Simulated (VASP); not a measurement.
# Ti (Im-3m) in VASP: notebook

The runs below take Ti through single point, with BLYP, PBE, r2SCAN.

All numbers are computed with VASP 6.6.1; they aren't measurements. Logs are shortened: lines on timing, memory, paths and dates and some standing lists are left out, and cuts for length are marked.

## 1. The cell of the first run

It takes space group Im-3m (No. 229, cubic). Conventional cell: a = 3.278 Å, b = 3.278 Å, c = 3.278 Å, α = 90.00°, β = 90.00°, γ = 90.00°. Ti (site symmetry m-3m) has 14 Ti at 2.84 to 3.28 Å within 3.7 Å.

## 2. Single point, BLYP

The input, INCAR:

```
PREC     = Accurate       # precision mode
ENCUT    = 520            # plane-wave cutoff, eV
EDIFF    = 1E-6           # SCF threshold, eV
ISMEAR   = -1             # smearing method
SIGMA    = 0.05           # smearing width, eV
LREAL    = F              # projectors in reciprocal space
LASPH    = T              # aspherical terms in the spheres
NELM     = 80             # most SCF steps
ALGO     = Normal         # electronic algorithm
ISIF     = 2              # what is computed and relaxed
LWAVE    = F              # write WAVECAR
LCHARG   = F              # write CHGCAR
GGA      = B5             # functional
ALDAX    = 1.0          
AGGAX    = 1.0          
AGGAC    = 1.0          
ALDAC    = 0.0          
NBANDS   = 12             # bands
```

The input, KPOINTS:

```
Automatic mesh
0
Gamma
  11 11 11
```

The input, POSCAR:

```
Ti
1.0
   -1.6392433204      1.6392433204      1.6392433204
    1.6392433204     -1.6392433204      1.6392433204
    1.6392433204      1.6392433204     -1.6392433204
Ti
1
Direct
    0.0000000000      0.0000000000      0.0000000000
```

Potentials or basis: VASP PAW PBE potentials, release 64 (Ti_sv).

Started as:

```sh
$ cat potpaw_PBE.64/Ti_sv/POTCAR > POTCAR
$ mpirun -np 1 vasp_std > vasp.out
```

OUTCAR:

```text
PREC = Accurate
   ENCUT = 520
   EDIFF = 1E-6
   ISMEAR = -1
   LREAL = F
   LASPH = T
   NELM = 80
   ISIF = 2
   GGA = B5

 ion  position               nearest neighbor table
   1  0.000  0.000  0.000-

  LATTYP: Found a body centered cubic cell.
 ALAT       =     3.2784866408

  Lattice vectors:

 A1 = (  -1.6392433204,   1.6392433204,   1.6392433204)
 A2 = (   1.6392433204,  -1.6392433204,   1.6392433204)
 A3 = (   1.6392433204,   1.6392433204,  -1.6392433204)

Analysis of symmetry for initial positions (statically):
=====================================================================
 Subroutine PRICEL returns:
 Original cell was already a primitive cell.

 Routine SETGRP: Setting up the symmetry group for a
 body centered cubic supercell.

 Subroutine GETGRP returns: Found 48 space group operations
[... 9 lines left out ...]

 Routine SETGRP: Setting up the symmetry group for a
 body centered cubic supercell.

 Subroutine GETGRP returns: Found 48 space group operations
[... 11 lines left out ...]
                                     Primitive cell

  volume of cell :      17.6194

  direct lattice vectors                    reciprocal lattice vectors
    -1.639243320  1.639243320  1.639243320     0.000000000  0.305018781  0.305018781
     1.639243320 -1.639243320  1.639243320     0.305018781  0.000000000  0.305018781
     1.639243320  1.639243320 -1.639243320     0.305018781  0.305018781  0.000000000

  length of vectors
     2.839252717  2.839252717  2.839252717     0.431361697  0.431361697  0.431361697

  position of ions in fractional coordinates (direct lattice)
     0.000000000  0.000000000  0.000000000

  ion indices of the primitive-cell ions
   primitive index   ion index
                 1           1

----------------------------------------------------------------------------------------

 KPOINTS: Automatic mesh

Automatic generation of k-mesh.
 Grid dimensions read from file:
 generate k-points for:   11   11   11

 Generating k-lattice:

  Cartesian coordinates                     Fractional coordinates (reciprocal lattice)
     0.000000000  0.027728980  0.027728980     0.090909091  0.000000000  0.000000000
     0.027728980  0.000000000  0.027728980     0.000000000  0.090909091  0.000000000
     0.027728980  0.027728980  0.000000000     0.000000000  0.000000000  0.090909091

  Length of vectors
     0.039214700  0.039214700  0.039214700

  Shift w.r.t. Gamma in fractional coordinates (k-lattice)
     0.000000000  0.000000000  0.000000000

 Subroutine IBZKPT returns following result:
 ===========================================

 Found     56 irreducible k-points:

 Following reciprocal coordinates:
            Coordinates               Weight
  0.000000  0.000000  0.000000      1.000000
  0.090909  0.000000  0.000000     12.000000
  0.181818  0.000000  0.000000     12.000000
  0.272727  0.000000  0.000000     12.000000
  0.363636  0.000000  0.000000     12.000000
  0.454545  0.000000  0.000000     12.000000
[... 16 lines left out ...]
  0.272727  0.181818  0.090909     48.000000
  0.363636  0.181818  0.090909     24.000000
 [... further k-points ...]
   k-points           NKPTS =     56   k-points in BZ     NKDIM =     56   number of bands    NBANDS=     12
   number of dos      NEDOS =    301   number of ions     NIONS =      1
   total plane-waves  NPLWV =  13824
   dimension x,y,z NGX =    24 NGY =   24 NGZ =   24
   dimension x,y,z NGXF=    48 NGYF=   48 NGZF=   48
   ions per type =               1
   NGX,Y,Z   is equivalent  to a cutoff of  14.05, 14.05, 14.05 a.u.
   NGXF,Y,Z  is equivalent  to a cutoff of  28.11, 28.11, 28.11 a.u.
 SYSTEM =  unknown system
   PREC   = accura    normal or accurate (medium, high low for compatibility)
   ISTART =      0    job   : 0-new  1-cont  2-samecut
   ICHARG =      2    charge: 1-file 2-atom 10-const
   ISPIN  =      1    spin polarized calculation?
   LNONCOLLINEAR =      F non collinear calculations
   LSORBIT =      F    spin-orbit coupling
   LASPH  =      T    aspherical Exc in radial PAW
   ENCUT  =  520.0 eV  38.22 Ry    6.18 a.u.   5.28  5.28  5.28*2*pi/ulx,y,z
   NELM   =     80;   NELMIN=  2; NELMDL= -5     # of ELM steps
   EDIFF  = 0.1E-05   stopping-criterion for ELM
   LREAL  =      F    real-space projection
   EDIFFG = 0.1E-04   stopping-criterion for IOM
   NSW    =      0    number of steps for IOM
   IBRION =     -1    ionic relax: 0-MD 1-quasi-New 2-CG
   NFREE  =      0    steps in history (QN), initial steepest desc. (CG)
   ISIF   =      2    stress and relaxation
   ISYM   =      2    0-nonsym 1-usesym 2-fastsym
   POTIM  = 0.5000    time-step for ionic-motion
   TEBEG  =    0.0;   TEEND  =   0.0 temperature during run
   PSTRESS=    0.0 pullay stress
   NELECT =      12.0000    total number of electrons
   NUPDOWN=      -1.0000    fix difference up-down
   EMIN   =  10.00;   EMAX   =-10.00  energy-range for DOS
   EFERMI =   0.00;   METHOD = LEGACY
   ISMEAR =    -1;   SIGMA  =   0.05  broadening in eV -4-tet -1-fermi 0-gaus
   EFERMI_NEDOS =   21; number of points for ismear=-14 and -15
   IALGO  =     38    algorithm
   IMIX   =      4    mixing-type and parameters
     AMIX     =   0.40;   BMIX     =  1.00
     AMIX_MAG =   1.60;   BMIX_MAG =  1.00
  volume/ion in A,a.u.               =      17.62       118.90
  Fermi-wavevector in a.u.,A,eV,Ry     =   1.440363  2.721891 28.227250  2.074644
  Thomas-Fermi vector in A             =   2.559115
   LORBIT       =      0    0 simple, 1 ext, 2 COOP (PROOUT), +10 PAW based schemes
   GGA     = B5    functional components
   LHFCALC =     F    Hartree Fock is set to
   AEXX    =    0.0000 exact exchange contribution
   IVDW    =     0    specifies the selected vdW correction
   LEPSILON=     F    determine dielectric tensor
   LRPA    =     F    only Hartree local field effects (RPA)
 non-spin polarized calculation
  energy-cutoff  :      520.00
  volume of cell :       17.62
 maximum number of plane-waves:       485
 NGX is ok and might be reduce to    24
   NGX = 11   NGY = 11   NGZ = 11

 number of electron      12.0000000 magnetization

 Free energy of the ion-electron system (eV)
  ---------------------------------------------------
  ext. energy  EPLUGINS =         0.00000000
  ---------------------------------------------------
  free energy    TOTEN  =        -6.67326114 eV

  energy without entropy =       -6.65281255  energy(sigma->0) =       -6.66303684

 E-fermi :   8.3947     XC(G=0): -10.8901

 val. band max:        8.3826882850   @ k =   0.2727   0.0909   0.0909
 cond. band min:       8.3970530306   @ k =  -0.3636   0.3636   0.0909
 fundamental gap:      0.0143647456
 Fermi energy:         8.3946502377

 k-point     1 :       0.0000    0.0000    0.0000
  band No.  band energies     occupation
      1     -47.9191      2.00000
      2     -23.9589      2.00000
      3     -23.9589      2.00000
      4     -23.9589      2.00000
      5       2.6683      2.00000
      6       9.3112      0.00000
      7       9.3112      0.00000
      8       9.3112      0.00000
      9      11.0252      0.00000
     10      11.0252      0.00000
     11      25.8936      0.00000
     12      25.8936      0.00000

 k-point     2 :       0.0909    0.0000    0.0000
  band No.  band energies     occupation
      1     -47.9091      2.00000
      2     -24.0123      2.00000
      3     -23.9755      2.00000
      4     -23.9592      2.00000
      5       2.9450      2.00000
      6       9.1901      0.00000
      7       9.2744      0.00000
      8       9.5107      0.00000
      9      10.8932      0.00000
     10      11.0336      0.00000
     11      25.4241      0.00000
     12      25.8305      0.00000

 k-point     3 :       0.1818    0.0000    0.0000
  band No.  band energies     occupation
      1     -47.8823      2.00000
      2     -24.1535      2.00000
      3     -24.0195      2.00000
      4     -23.9601      2.00000
      5       3.7202      2.00000
      6       8.8807      0.00012
      7       9.0768      0.00000
      8      10.0776      0.00000
      9      10.7227      0.00000
     10      11.0692      0.00000
     11      23.8836      0.00000
     12      25.1707      0.00000

 k-point     4 :       0.2727    0.0000    0.0000
  band No.  band energies     occupation
      1     -47.8469      2.00000
      2     -24.3347      2.00000
      3     -24.0768      2.00000
      4     -23.9612      2.00000
      5       4.7924      2.00000
      6       8.5052      0.19746
      7       8.7748      0.00100
      8      10.7766      0.00000
      9      10.9084      0.00000
     10      11.1467      0.00000
     11      21.5018      0.00000
     12      23.8656      0.00000

 k-point     5 :       0.3636    0.0000    0.0000
  band No.  band energies     occupation
      1     -47.8142      2.00000
      2     -24.4977      2.00000
      3     -24.1289      2.00000
      4     -23.9622      2.00000
      5       5.6904      2.00000
      6       8.1850      1.97023
      7       8.8872      0.00011
      8      10.9377      0.00000
      9      11.2523      0.00000
     10      11.7985      0.00000
     11      19.0264      0.00000
     12      22.6566      0.00000
[... 228 lines left out ...]
      1     -47.8994      2.00000
      2     -24.0301      2.00000
      3     -23.9922      2.00000
      4     -23.9922      2.00000
      5       3.2148      2.00000
      6       9.2761      0.00000
      7       9.2761      0.00000
      8       9.5121      0.00000
      9      10.5718      0.00000
     10      11.1889      0.00000
     11      24.9284      0.00000
     12      26.2585      0.00000

 k-point    22 :       0.1818    0.1818    0.0909
  band No.  band energies     occupation
      1     -47.8118      2.00000
      2     -24.4561      2.00000
      3     -24.1191      2.00000
      4     -24.0420      2.00000
      5       6.2817      2.00000
      6       7.9917      1.99937
      7       8.1027      1.99420
      8      11.0289      0.00000
      9      11.2632      0.00000
     10      12.7038      0.00000
     11      20.4981      0.00000
     12      20.6558      0.00000

 k-point    23 :       0.2727    0.1818    0.0909
  band No.  band energies     occupation
      1     -47.7927      2.00000
      2     -24.4868      2.00000
      3     -24.2039      2.00000
      4     -24.0573      2.00000
      5       6.9258      2.00000
      6       7.8434      1.99997
      7       8.2231      1.93733
      8      11.1392      0.00000
      9      11.3573      0.00000
     10      13.8654      0.00000
     11      18.1750      0.00000
     12      19.7919      0.00000

 k-point    24 :       0.3636    0.1818    0.0909
  band No.  band energies     occupation
      1     -47.7855      2.00000
      2     -24.4883      2.00000
      3     -24.2469      2.00000
      4     -24.0615      2.00000
      5       6.9971      2.00000
      6       7.8060      1.99998
      7       8.5134      0.17034
      8      11.1978      0.00000
      9      11.3841      0.00000
     10      14.6429      0.00000
     11      16.8740      0.00000
     12      19.4859      0.00000

 [... further k-points ...]
[... 5 lines left out ...]
  --------------------------------------------------------------------------------------
  -------------------------------------------------------------------------------------
  Total        0.0004616      0.0004616      0.0004616     -0.0000000      0.0000000     -0.0000000
  in kB        0.0419718      0.0419718      0.0419718     -0.0000000      0.0000000     -0.0000000
  external PRESSURE =       0.0419718 kB  Pullay stress =       0.0000000 kB

 VOLUME and BASIS-vectors are now :
 -----------------------------------------------------------------------------
  energy-cutoff  :      520.00
  volume of cell :       17.62
      direct lattice vectors                 reciprocal lattice vectors
    -1.639243320  1.639243320  1.639243320     0.000000000  0.305018781  0.305018781
     1.639243320 -1.639243320  1.639243320     0.305018781  0.000000000  0.305018781
     1.639243320  1.639243320 -1.639243320     0.305018781  0.305018781  0.000000000

 POSITION                                       TOTAL-FORCE (eV/Angst)
 -----------------------------------------------------------------------------------
      0.00000      0.00000      0.00000         0.000000      0.000000      0.000000
 -----------------------------------------------------------------------------------
    total drift:                               -0.000000      0.000000      0.000000

  FREE ENERGIE OF THE ION-ELECTRON SYSTEM (eV)
  ---------------------------------------------------
  free  energy   TOTEN  =        -6.6732611415 eV

  energy  without entropy=       -6.6528125483  energy(sigma->0) =       -6.66303684
```

It took 14 s on 1 thread of AMD EPYC 7R13 (Zen 3), shared host; peak memory 0.11 GiB.

Results:

| Property | Result |
| --- | --- |
| Free energy | -6.6733 eV |
| Pressure | 0.0 GPa |
| Band gap on the k mesh | zero (band 6 reaches 9.34 eV, above the bottom of band 7 at 7.81 eV) |

Levels at points of the mesh, in eV from the Fermi level:
```tsv
k point	band 4	band 5	band 6	band 7	band 8	band 9
(0.00, 0.00, 0.00)	-32.35	-5.73	0.92	0.92	0.92	2.63
```

Caveat: the PAW data sets were made with another functional, which shifts forces and pressure a little.

## 3. Single point, PBE

This run uses another cell than the first one, of 17.68 Å³/atom, 1.003 times its volume.

The input, INCAR:

```
PREC = Accurate
ENCUT = 520
EDIFF = 1E-6
ISMEAR = 0
SIGMA = 0.012
LREAL = F
LASPH = T
NELM = 60
ALGO = Normal
ISIF = 2
LWAVE = F
LCHARG = F
GGA = PE
NBANDS = 12
```

The input, KPOINTS:

```
regular mesh
0
Gamma
  11 11 11
```

The input, POSCAR:

```
Ti
1.0
   -1.6410000000      1.6410000000      1.6410000000
    1.6410000000     -1.6410000000      1.6410000000
    1.6410000000      1.6410000000     -1.6410000000
Ti
1
Direct
    0.0000000000      0.0000000000      0.0000000000
```

Potentials or basis: VASP PAW PBE potentials, release 64 (Ti_sv).

Started as:

```sh
$ cat potpaw_PBE.64/Ti_sv/POTCAR > POTCAR
$ mpirun -np 1 vasp_std > vasp.out
```

Wall time 10 s (1 thread of AMD EPYC 7R13 (Zen 3), shared host); peak memory 0.11 GiB.

Results (log left out):

```yaml
Free_energy: -7.7158 eV
Pressure: -3.1 GPa
Band_gap_on_the_k_mesh: zero (band 6 reaches 8.90 eV, above the bottom of band 7 at 7.33 eV)
```

Levels at points of the mesh, in eV from the Fermi level:
```
           k point  band 2  band 3  band 4  band 5  band 6  band 7  band 8  band 9  band 10  band 11
(0.00, 0.00, 0.00)  -32.42  -32.42  -32.42   -5.91    0.99    0.99    0.99    2.71     2.71    17.29
```

## 4. Single point, PBE

This run uses another cell than the first one, of 17.68 Å³/atom, 1.003 times its volume.

The input, INCAR:

```
SYSTEM = Ti
  PREC = Accurate
  ENCUT = 520
  EDIFF = 1E-6
  ISMEAR = 0
  SIGMA = 0.015
  LREAL = .False.
  LASPH = .True.
  NELM = 60
  ALGO = Fast
  ISIF = 2
  LWAVE = .False.
  LCHARG = .False.
  GGA = PE
  NBANDS = 12
```

The input, KPOINTS:

```
Automatic mesh
0
Gamma
  11 11 11
  0 0 0
```

POSCAR is that of step 3.

Potentials or basis: VASP PAW PBE potentials, release 64 (Ti_sv).

Started as:

```sh
$ cat potpaw_PBE.64/Ti_sv/POTCAR > POTCAR
$ mpirun -np 1 vasp_std > vasp.out
```

OUTCAR:

```text
SYSTEM = Ti
   PREC = Accurate
   ENCUT = 520
   EDIFF = 1E-6
   ISMEAR = 0
   LREAL = .False.
   LASPH = .True.
   NELM = 60
   ISIF = 2
   GGA = PE

 ion  position               nearest neighbor table
   1  0.000  0.000  0.000-

  LATTYP: Found a body centered cubic cell.
 ALAT       =     3.2820000000

  Lattice vectors:

 A1 = (  -1.6410000000,   1.6410000000,   1.6410000000)
 A2 = (   1.6410000000,  -1.6410000000,   1.6410000000)
 A3 = (   1.6410000000,   1.6410000000,  -1.6410000000)

Analysis of symmetry for initial positions (statically):
=====================================================================
 Subroutine PRICEL returns:
 Original cell was already a primitive cell.

 Routine SETGRP: Setting up the symmetry group for a
 body centered cubic supercell.

 Subroutine GETGRP returns: Found 48 space group operations
[... 9 lines left out ...]

 Routine SETGRP: Setting up the symmetry group for a
 body centered cubic supercell.

 Subroutine GETGRP returns: Found 48 space group operations
[... 11 lines left out ...]
                                     Primitive cell

  volume of cell :      17.6761

[... 135 lines left out ...]

 E-fermi :   7.9010     XC(G=0): -11.4087

 val. band max:        7.8935466541   @ k =  -0.3636  -0.4545   0.0909
 cond. band min:       7.9036360934   @ k =   0.1818   0.0909   0.0909
 fundamental gap:      0.0100894393
 Fermi energy:         7.9009547732

 k-point     1 :       0.0000    0.0000    0.0000
  band No.  band energies     occupation
      1     -48.6380      2.00000
      2     -24.5155      2.00000
      3     -24.5155      2.00000
      4     -24.5155      2.00000
      5       1.9914      2.00000
      6       8.8928      0.00000
      7       8.8928      0.00000
      8       8.8928      0.00000
      9      10.6128      0.00000
     10      10.6128      0.00000
     11      25.1908      0.00000
     12      25.1908      0.00000
[... 331 lines left out ...]
 k-point    24 :       0.3636    0.1818    0.0909
  band No.  band energies     occupation
      1     -48.5094      2.00000
      2     -25.0354      2.00000
      3     -24.7982      2.00000
      4     -24.6162      2.00000
      5       6.4768      2.00000
      6       7.3343      2.00000
      7       7.9342      0.00170
      8      10.7894      0.00000
      9      10.9785      0.00000
     10      14.1158      0.00000
     11      16.3296      0.00000
     12      18.8650      0.00000

 [... further k-points ...]
[... 5 lines left out ...]
  --------------------------------------------------------------------------------------
  -------------------------------------------------------------------------------------
  Total       -0.3825729     -0.3825729     -0.3825729     -0.0000000      0.0000000     -0.0000000
  in kB      -34.6768040    -34.6768040    -34.6768040     -0.0000000      0.0000000     -0.0000000
  external PRESSURE =     -34.6768040 kB  Pullay stress =       0.0000000 kB

 VOLUME and BASIS-vectors are now :
 -----------------------------------------------------------------------------
  energy-cutoff  :      520.00
  volume of cell :       17.68
      direct lattice vectors                 reciprocal lattice vectors
    -1.641000000  1.641000000  1.641000000     0.000000000  0.304692261  0.304692261
     1.641000000 -1.641000000  1.641000000     0.304692261  0.000000000  0.304692261
     1.641000000  1.641000000 -1.641000000     0.304692261  0.304692261  0.000000000

 POSITION                                       TOTAL-FORCE (eV/Angst)
 -----------------------------------------------------------------------------------
      0.00000      0.00000      0.00000         0.000000     -0.000000      0.000000
 -----------------------------------------------------------------------------------
    total drift:                               -0.000000      0.000000      0.000000

  FREE ENERGIE OF THE ION-ELECTRON SYSTEM (eV)
  ---------------------------------------------------
  free  energy   TOTEN  =        -7.7159256575 eV

  energy  without entropy=       -7.7152800314  energy(sigma->0) =       -7.71560284
```

stdout:

```text
POSCAR found type information on POSCAR Ti
 POSCAR found :  1 types and       1 ions
 scaLAPACK will be used
 LDA part: xc-table for (Slater+PW92), standard interpolation
 POSCAR, INCAR and KPOINTS ok, starting setup
 FFT: planning ... GRIDC
 FFT: planning ... GRID_SOFT
 FFT: planning ... GRID
 WAVECAR not read
 entering main loop
```

It took 19 s on 1 thread of AMD EPYC 7R13 (Zen 3), shared host; peak memory 0.11 GiB.

Results:

```
Free energy            : -7.7159 eV
Pressure               : -3.5 GPa
Band gap on the k mesh : zero (band 6 reaches 8.90 eV, above the bottom of band 7 at 7.33 eV)
```

Levels at points of the mesh, in eV from the Fermi level:
| k point | band 4 | band 5 | band 6 | band 7 | band 8 | band 9 |
| --- | --- | --- | --- | --- | --- | --- |
| (0.00, 0.00, 0.00) | -32.42 | -5.91 | 0.99 | 0.99 | 0.99 | 2.71 |

(Part 1 of 2 ends here.)
